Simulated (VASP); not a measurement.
# B (P-6m2) in VASP: a series of runs

Runs on B. Level: PBE. Tasks: single point, relaxation of cell and atoms.

Everything below comes from runs of VASP 6.6.1. Logs are shortened: lines on timing, memory, paths and dates and some standing lists are left out, and cuts for length are marked.

## Step 1: The cell of the first run

Symmetry: P-6m2, No. 187, hexagonal system. Conventional cell: a = 2.885 Å, b = 2.885 Å, c = 5.340 Å, α = 90.00°, β = 90.00°, γ = 120.00°. B (site symmetry -6m2) has 12 B at 1.87 to 2.48 Å within 2.5 Å. Within 2.3 Å of B (site symmetry 3m) lie 8 B at 1.70 to 1.94 Å. B (site symmetry 3m) has 7 B at 1.65 to 1.94 Å within 2.2 Å. Within 2.4 Å of B (site symmetry -6m2) lie 8 B at 1.82 to 1.86 Å.

The cell was built from a structure type or drawn by symmetry, and may not be a known phase.

## Step 2: Single point, PBE

Contents of INCAR:

```
SYSTEM = B
PREC = Accurate ; ENCUT = 520
EDIFF = 1E-6 ; ISMEAR = 0
SIGMA = 0.1 ; LREAL = .False.
LASPH = .True. ; NELM = 60
ALGO = Normal ; ISIF = 2
LWAVE = .False. ; LCHARG = .True.
GGA = PE ; LELF = .True.
LVHAR = .True. ; NBANDS = 18
```

Contents of KPOINTS:

```
regular mesh
0
Gamma
  12 12 8
  0 0 0
```

Contents of POSCAR:

```
B
1.0
    2.8845052438      0.0000000000      0.0000000000
   -1.4422526219      2.4980548184      0.0000000000
    0.0000000000      0.0000000000      5.3403967806
B
6
Direct
    0.0000000000      0.0000000000      0.0000000000
    0.3333333333      0.6666666667      0.1589850909
    0.6666666667      0.3333333333      0.3452711086
    0.3333333333      0.6666666667      0.5000000000
    0.6666666667      0.3333333333      0.6547288914
    0.3333333333      0.6666666667      0.8410149091
```

Potentials or basis: VASP PAW PBE potentials, release 64 (B).

On the command line:

```
cat potpaw_PBE.64/B/POTCAR > POTCAR
mpirun -np 1 vasp_std > vasp.out
```

OUTCAR:

```text
SYSTEM = B
   PREC = Accurate
   ENCUT = 520
   EDIFF = 1E-6
   ISMEAR = 0
   LREAL = .False.
   LASPH = .True.
   NELM = 60
   ISIF = 2
   GGA = PE

 ion  position               nearest neighbor table
   1  0.000  0.000  0.000-   2 1.87   6 1.87   2 1.87   6 1.87   2 1.87   6 1.87
   2  0.333  0.667  0.159-   6 1.70   4 1.82   1 1.87   1 1.87   1 1.87   3 1.94   3 1.94   3 1.94

   3  0.667  0.333  0.345-   5 1.65   4 1.86   4 1.86   4 1.86   2 1.94   2 1.94   2 1.94
   4  0.333  0.667  0.500-   2 1.82   6 1.82   3 1.86   5 1.86   3 1.86   5 1.86   5 1.86   3 1.86

   5  0.667  0.333  0.655-   3 1.65   4 1.86   4 1.86   4 1.86   6 1.94   6 1.94   6 1.94
   6  0.333  0.667  0.841-   2 1.70   4 1.82   1 1.87   1 1.87   1 1.87   5 1.94   5 1.94   5 1.94

  LATTYP: Found a hexagonal cell.
 ALAT       =     2.8845052438
 C/A-ratio  =     1.8514082414

  Lattice vectors:

 A1 = (   2.8845052438,   0.0000000000,   0.0000000000)
 A2 = (  -1.4422526219,   2.4980548184,   0.0000000000)
 A3 = (   0.0000000000,   0.0000000000,   5.3403967806)

Analysis of symmetry for initial positions (statically):
=====================================================================
 Subroutine PRICEL returns:
 Original cell was already a primitive cell.

 Routine SETGRP: Setting up the symmetry group for a
 hexagonal supercell.

 Subroutine GETGRP returns: Found 12 space group operations
 (whereof 12 operations were pure point group operations)
 out of a pool of 24 trial point group operations.

The static configuration has the point symmetry D_3h.

Analysis of symmetry for dynamics (positions and initial velocities):
=====================================================================
 Subroutine PRICEL returns:
 Original cell was already a primitive cell.

 Routine SETGRP: Setting up the symmetry group for a
 hexagonal supercell.

 Subroutine GETGRP returns: Found 12 space group operations
 (whereof 12 operations were pure point group operations)
 out of a pool of 24 trial point group operations.

The dynamic configuration has the point symmetry D_3h.

 Subroutine INISYM returns: Found 12 space group operations
 (whereof 12 operations are pure point group operations),
 and found     1 'primitive' translations

----------------------------------------------------------------------------------------

                                     Primitive cell

  volume of cell :      38.4810

  direct lattice vectors                    reciprocal lattice vectors
     2.884505244  0.000000000  0.000000000     0.346679904  0.200155736  0.000000000
    -1.442252622  2.498054818  0.000000000     0.000000000  0.400311471  0.000000000
     0.000000000  0.000000000  5.340396781     0.000000000  0.000000000  0.187252004

  length of vectors
     2.884505244  2.884505244  5.340396781     0.400311471  0.400311471  0.187252004

  position of ions in fractional coordinates (direct lattice)
     0.000000000  0.000000000  0.000000000
     0.333333333  0.666666667  0.158985091
     0.666666667  0.333333333  0.345271109
     0.333333333  0.666666667  0.500000000
     0.666666667  0.333333333  0.654728891
     0.333333333  0.666666667  0.841014909

  ion indices of the primitive-cell ions
   primitive index   ion index
                 1           1
                 2           2
                 3           3
                 4           4
                 5           5
                 6           6

----------------------------------------------------------------------------------------

 KPOINTS: regular mesh

Automatic generation of k-mesh.
 Grid dimensions read from file:
 generate k-points for:   12   12    8

 Generating k-lattice:

  Cartesian coordinates                     Fractional coordinates (reciprocal lattice)
     0.028889992  0.016679645  0.000000000     0.083333333  0.000000000  0.000000000
     0.000000000  0.033359289  0.000000000     0.000000000  0.083333333  0.000000000
     0.000000000  0.000000000  0.023406501     0.000000000  0.000000000  0.125000000

  Length of vectors
     0.033359289  0.033359289  0.023406501

  Shift w.r.t. Gamma in fractional coordinates (k-lattice)
     0.000000000  0.000000000  0.000000000

 Subroutine IBZKPT returns following result:
 ===========================================

 Found     95 irreducible k-points:

 Following reciprocal coordinates:
            Coordinates               Weight
  0.000000  0.000000  0.000000      1.000000
  0.083333  0.000000  0.000000      6.000000
  0.166667  0.000000  0.000000      6.000000
  0.250000  0.000000  0.000000      6.000000
  0.333333  0.000000  0.000000      6.000000
  0.416667  0.000000  0.000000      6.000000
[... 16 lines left out ...]
  0.250000  0.000000  0.125000     12.000000
  0.333333  0.000000  0.125000     12.000000
 [... further k-points ...]
   k-points           NKPTS =     95   k-points in BZ     NKDIM =     95   number of bands    NBANDS=     18
   number of dos      NEDOS =    301   number of ions     NIONS =      6
   total plane-waves  NPLWV =  23040
   dimension x,y,z NGX =    24 NGY =   24 NGZ =   40
   dimension x,y,z NGXF=    48 NGYF=   48 NGZF=   80
   ions per type =               6
   NGX,Y,Z   is equivalent  to a cutoff of  13.83, 13.83, 12.45 a.u.
   NGXF,Y,Z  is equivalent  to a cutoff of  27.66, 27.66, 24.90 a.u.
 SYSTEM =  B
   PREC   = accura    normal or accurate (medium, high low for compatibility)
   ISTART =      0    job   : 0-new  1-cont  2-samecut
   ICHARG =      2    charge: 1-file 2-atom 10-const
   ISPIN  =      1    spin polarized calculation?
   LNONCOLLINEAR =      F non collinear calculations
   LSORBIT =      F    spin-orbit coupling
   LASPH  =      T    aspherical Exc in radial PAW
   ENCUT  =  520.0 eV  38.22 Ry    6.18 a.u.   5.36  5.36  9.93*2*pi/ulx,y,z
   NELM   =     60;   NELMIN=  2; NELMDL= -5     # of ELM steps
   EDIFF  = 0.1E-05   stopping-criterion for ELM
   LREAL  =      F    real-space projection
   EDIFFG = 0.1E-04   stopping-criterion for IOM
   NSW    =      0    number of steps for IOM
   IBRION =     -1    ionic relax: 0-MD 1-quasi-New 2-CG
   NFREE  =      0    steps in history (QN), initial steepest desc. (CG)
   ISIF   =      2    stress and relaxation
   ISYM   =      2    0-nonsym 1-usesym 2-fastsym
   POTIM  = 0.5000    time-step for ionic-motion
   TEBEG  =    0.0;   TEEND  =   0.0 temperature during run
   PSTRESS=    0.0 pullay stress
   NELECT =      18.0000    total number of electrons
   NUPDOWN=      -1.0000    fix difference up-down
   EMIN   =  10.00;   EMAX   =-10.00  energy-range for DOS
   EFERMI =   0.00;   METHOD = LEGACY
   ISMEAR =     0;   SIGMA  =   0.10  broadening in eV -4-tet -1-fermi 0-gaus
   EFERMI_NEDOS =   21; number of points for ismear=-14 and -15
   IALGO  =     38    algorithm
   IMIX   =      4    mixing-type and parameters
     AMIX     =   0.40;   BMIX     =  1.00
     AMIX_MAG =   1.60;   BMIX_MAG =  1.00
  volume/ion in A,a.u.               =       6.41        43.28
  Fermi-wavevector in a.u.,A,eV,Ry     =   1.270818  2.401498 21.973118  1.614979
  Thomas-Fermi vector in A             =   2.403785
   LORBIT       =      0    0 simple, 1 ext, 2 COOP (PROOUT), +10 PAW based schemes
   GGA     = PE    functional components
   LHFCALC =     F    Hartree Fock is set to
   AEXX    =    0.0000 exact exchange contribution
   IVDW    =     0    specifies the selected vdW correction
   LEPSILON=     F    determine dielectric tensor
   LRPA    =     F    only Hartree local field effects (RPA)
 non-spin polarized calculation
 Gauss-broadening in eV      SIGMA  =   0.10
  energy-cutoff  :      520.00
  volume of cell :       38.48
 maximum number of plane-waves:      1064
 NGX is ok and might be reduce to    24
   NGX = 11   NGY = 11   NGZ = 19

 number of electron      18.0000000 magnetization

 Free energy of the ion-electron system (eV)
  ---------------------------------------------------
  ext. energy  EPLUGINS =         0.00000000
  ---------------------------------------------------
  free energy    TOTEN  =       -36.69175892 eV

  energy without entropy =      -36.68563377  energy(sigma->0) =      -36.68869635

 E-fermi :   9.1842     XC(G=0): -12.4025

 val. band max:        9.1636148462   @ k =   0.5000   0.0000   0.2500
 cond. band min:       9.1946200085   @ k =   0.2500   0.1667   0.5000
 fundamental gap:      0.0310051623
 Fermi energy:         9.1842491072

 k-point     1 :       0.0000    0.0000    0.0000
  band No.  band energies     occupation
      1      -9.0143      2.00000
      2      -5.2857      2.00000
      3      -4.6250      2.00000
      4       5.2068      2.00000
      5       5.9358      2.00000
      6       5.9358      2.00000
[... 10 lines left out ...]
     17      16.1497      0.00000
     18      16.1503      0.00000

 k-point     2 :       0.0833    0.0000    0.0000
  band No.  band energies     occupation
      1      -8.8838      2.00000
      2      -5.1642      2.00000
      3      -4.4964      2.00000
      4       4.7917      2.00000
      5       5.4214      2.00000
      6       5.5018      2.00000
[... 10 lines left out ...]
     17      16.3255      0.00000
     18      16.5902      0.00000

 k-point     3 :       0.1667    0.0000    0.0000
  band No.  band energies     occupation
      1      -8.4932      2.00000
      2      -4.8018      2.00000
      3      -4.1123      2.00000
      4       3.1775      2.00000
      5       4.6467      2.00000
      6       4.7596      2.00000
[... 10 lines left out ...]
     17      17.5530      0.00000
     18      17.6940      0.00000

 k-point     4 :       0.2500    0.0000    0.0000
  band No.  band energies     occupation
      1      -7.8448      2.00000
      2      -4.2070      2.00000
      3      -3.4785      2.00000
      4       1.1969      2.00000
      5       3.6567      2.00000
      6       3.8155      2.00000
[... 10 lines left out ...]
     17      18.2394      0.00000
     18      18.5001      0.00000

 k-point     5 :       0.3333    0.0000    0.0000
  band No.  band energies     occupation
      1      -6.9453      2.00000
      2      -3.4101      2.00000
      3      -2.6115      2.00000
      4      -0.7445      2.00000
      5       2.2253      2.00000
      6       3.1692      2.00000
[... 10 lines left out ...]
     17      18.4067      0.00000
     18      19.1316      0.00000

 k-point     6 :       0.4167    0.0000    0.0000
  band No.  band energies     occupation
      1      -5.8170      2.00000
      2      -2.8859      2.00000
      3      -2.0800      2.00000
      4      -1.5740      2.00000
      5       0.7804      2.00000
      6       1.9201      2.00000
[... 307 lines left out ...]
 k-point    21 :       0.0833    0.0000    0.1250
  band No.  band energies     occupation
      1      -8.8232      2.00000
      2      -5.8059      2.00000
      3      -3.7397      2.00000
      4       4.2220      2.00000
      5       5.2300      2.00000
      6       5.5613      2.00000
[... 10 lines left out ...]
     17      16.3202      0.00000
     18      17.2649      0.00000

 k-point    22 :       0.1667    0.0000    0.1250
  band No.  band energies     occupation
      1      -8.4327      2.00000
      2      -5.4292      2.00000
      3      -3.3737      2.00000
      4       3.1822      2.00000
      5       4.3215      2.00000
      6       4.7134      2.00000
[... 10 lines left out ...]
     17      16.8067      0.00000
     18      17.9166      0.00000

 k-point    23 :       0.2500    0.0000    0.1250
  band No.  band energies     occupation
      1      -7.7848      2.00000
      2      -4.8080      2.00000
      3      -2.7749      2.00000
      4       1.2486      2.00000
      5       3.4429      2.00000
      6       3.8861      2.00000
[... 10 lines left out ...]
     17      18.0163      0.00000
     18      18.4843      0.00000

 k-point    24 :       0.3333    0.0000    0.1250
  band No.  band energies     occupation
      1      -6.8858      2.00000
      2      -3.9608      2.00000
      3      -1.9889      2.00000
      4      -0.6685      2.00000
      5       1.9391      2.00000
      6       3.2416      2.00000
[... 10 lines left out ...]
     17      18.4001      0.00000
     18      19.2570      0.00000

 [... further k-points ...]

------------------------ aborting loop because EDIFF is reached ----------------------------------------

  FORCE on cell =-STRESS in cart. coord.  units (eV):
  Direction    XX          YY          ZZ          XY          YZ          ZX
  --------------------------------------------------------------------------------------
  -------------------------------------------------------------------------------------
  Total       -0.0157255     -0.0157255      0.0135364      0.0000000      0.0000000      0.0000000
  in kB       -0.6547386     -0.6547386      0.5635936      0.0000000      0.0000000      0.0000000
  external PRESSURE =      -0.2486279 kB  Pullay stress =       0.0000000 kB

 VOLUME and BASIS-vectors are now :
 -----------------------------------------------------------------------------
  energy-cutoff  :      520.00
  volume of cell :       38.48
      direct lattice vectors                 reciprocal lattice vectors
     2.884505244  0.000000000  0.000000000     0.346679904  0.200155736  0.000000000
    -1.442252622  2.498054818  0.000000000     0.000000000  0.400311471  0.000000000
     0.000000000  0.000000000  5.340396781     0.000000000  0.000000000  0.187252004

 POSITION                                       TOTAL-FORCE (eV/Angst)
 -----------------------------------------------------------------------------------
      0.00000      0.00000      0.00000        -0.000000      0.000000      0.000000
     -0.00000      1.66537      0.84904         0.000000     -0.000000      0.008181
      1.44225      0.83268      1.84388         0.000000     -0.000000     -0.013256
     -0.00000      1.66537      2.67020        -0.000000      0.000000      0.000000
      1.44225      0.83268      3.49651         0.000000      0.000000      0.013256
     -0.00000      1.66537      4.49135         0.000000     -0.000000     -0.008181
 -----------------------------------------------------------------------------------
    total drift:                                0.000000     -0.000000      0.000000

  FREE ENERGIE OF THE ION-ELECTRON SYSTEM (eV)
  ---------------------------------------------------
  free  energy   TOTEN  =       -36.6917589245 eV

  energy  without entropy=      -36.6856337688  energy(sigma->0) =      -36.68869635
```

Wall time 33 s (1 thread of AMD EPYC 9R45 (Zen 5), shared host); peak memory 0.15 GiB.

Results:

```yaml
Free_energy: -36.6918 eV
Pressure: 0.0 GPa
Largest_force: 0.013 eV/Å
Band_gap_on_the_k_mesh: zero (bands 9 and 10 overlap by 3.29 eV)
```

Forces in eV/Å, atoms in the order of the input:
```
B    0.000  0.000  0.000
B    0.000  0.000  0.008
B    0.000  0.000 -0.013
B    0.000  0.000  0.000
B    0.000  0.000  0.013
B    0.000  0.000 -0.008
```

Levels at points of the mesh, in eV from the Fermi level:
| k point | band 5 | band 6 | band 7 | band 8 | band 9 | band 10 | band 11 | band 12 | band 13 | band 14 |
| --- | --- | --- | --- | --- | --- | --- | --- | --- | --- | --- |
| (0.00, 0.00, 0.00) | -3.25 | -3.25 | -1.93 | -0.64 | -0.64 | 1.91 | 1.91 | 4.44 | 4.44 | 5.51 |
| (0.50, 0.00, 0.00) | -9.29 | -8.20 | -6.55 | -2.29 | -1.03 | -0.55 | 0.83 | 1.35 | 5.33 | 5.90 |
| (0.00, 0.00, 0.50) | -2.73 | -2.73 | -1.64 | -1.64 | 2.17 | 2.17 | 2.41 | 3.92 | 4.14 | 4.14 |
| (0.50, 0.00, 0.50) | -7.76 | -5.90 | -5.61 | -5.03 | -1.78 | -1.12 | 1.98 | 2.69 | 3.91 | 4.26 |

## Step 3: Relaxation of cell and atoms, PBE

Contents of INCAR:

```
PREC = Accurate ; ENCUT = 600
EDIFF = 1E-6 ; ISMEAR = 0
SIGMA = 0.1 ; LREAL = False
LASPH = True ; NELM = 100
ALGO = Normal ; ISIF = 3
LWAVE = False ; LCHARG = False
GGA = PE ; IBRION = 2
NSW = 100 ; EDIFFG = -0.01
```

Contents of KPOINTS:

```
Automatic mesh
0
Gamma
  12 12 8
```

Contents of POSCAR:

```
B
1.0
    2.8911067764      0.0000000000      0.0000000000
   -1.4455533882      2.5037719134      0.0000000000
    0.0000000000      0.0000000000      5.3160010189
B
6
Direct
    0.0000000000      0.0000000000      0.0000000000
    0.3333333333      0.6666666667      0.1596572072
    0.6666666667      0.3333333333      0.3442126740
    0.3333333333      0.6666666667      0.5000000000
    0.6666666667      0.3333333333      0.6557873260
    0.3333333333      0.6666666667      0.8403427928
```

Potentials or basis: VASP PAW PBE potentials, release 64 (B).

On the command line:

```
cat potpaw_PBE.64/B/POTCAR > POTCAR
mpirun -np 1 vasp_std > vasp.out
```

It took 79 s on 1 thread of AMD EPYC 9R45 (Zen 5), shared host; peak memory 0.15 GiB.

The run converged. Its results:

```
Free energy                           : -36.6984 eV
Relaxed volume                        : 6.41 Å³/atom
Relaxed cell                          : a = 2.884 Å, b = 2.884 Å, c = 5.339 Å, α = 90.00°, β = 90.00°, γ = 120.00°
Space group after relaxing (to 0.1 Å) : P-6m2 (No. 187)
Energy gained by relaxing             : 0.3 meV/atom
Ionic steps                           : 7
Pressure after relaxing               : 0.0 GPa
Largest force after relaxing          : 0.006 eV/Å
Band gap on the k mesh                : zero (bands 9 and 10 overlap by 3.28 eV)
```

Forces on the atoms (eV/Å):
```
B    0.000  0.000  0.000
B    0.000  0.000  0.006
B    0.000  0.000  0.001
B    0.000  0.000  0.000
B    0.000  0.000 -0.001
B    0.000  0.000 -0.006
```

Step by step:
| step | energy change (eV) | largest force (eV/Å) | pressure (GPa) | volume (Å³) |
| --- | --- | --- | --- | --- |
| 1 | 0.0000 | 0.0150 | -0.07 | 38.48 |
| 2 | -0.0014 | 0.1082 | -0.25 | 38.46 |
| 3 | -0.0015 | 0.0879 | -0.21 | 38.47 |
| 4 | -0.0020 | 0.0287 | 0.28 | 38.42 |
| 5 | -0.0020 | 0.0293 | 0.26 | 38.42 |
| 6 | -0.0020 | 0.0118 | 0.00 | 38.47 |
| 7 | -0.0021 | 0.0060 | 0.04 | 38.46 |

Final structure:
```
B
1.0
     2.88392    0.00000    0.00000
    -1.44196    2.49755    0.00000
     0.00000    0.00000    5.33941
B
6
Direct
  0.00000 0.00000 0.00000
  0.33333 0.66667 0.15903
  0.66667 0.33333 0.34517
  0.33333 0.66667 0.50000
  0.66667 0.33333 0.65483
  0.33333 0.66667 0.84097
```

Levels at points of the mesh, in eV from the Fermi level:
| k point | band 5 | band 6 | band 7 | band 8 | band 9 | band 10 | band 11 | band 12 | band 13 |
| --- | --- | --- | --- | --- | --- | --- | --- | --- | --- |
| (0.00, 0.00, 0.00) | -3.25 | -3.25 | -1.93 | -0.64 | -0.64 | 1.90 | 1.90 | 4.44 | 4.44 |
| (0.50, 0.00, 0.00) | -9.30 | -8.21 | -6.56 | -2.28 | -1.03 | -0.54 | 0.83 | 1.35 | 5.33 |
| (0.00, 0.00, 0.50) | -2.73 | -2.73 | -1.64 | -1.64 | 2.17 | 2.17 | 2.41 | 3.92 | 4.14 |
| (0.50, 0.00, 0.50) | -7.76 | -5.90 | -5.62 | -5.04 | -1.78 | -1.12 | 1.98 | 2.69 | 3.91 |
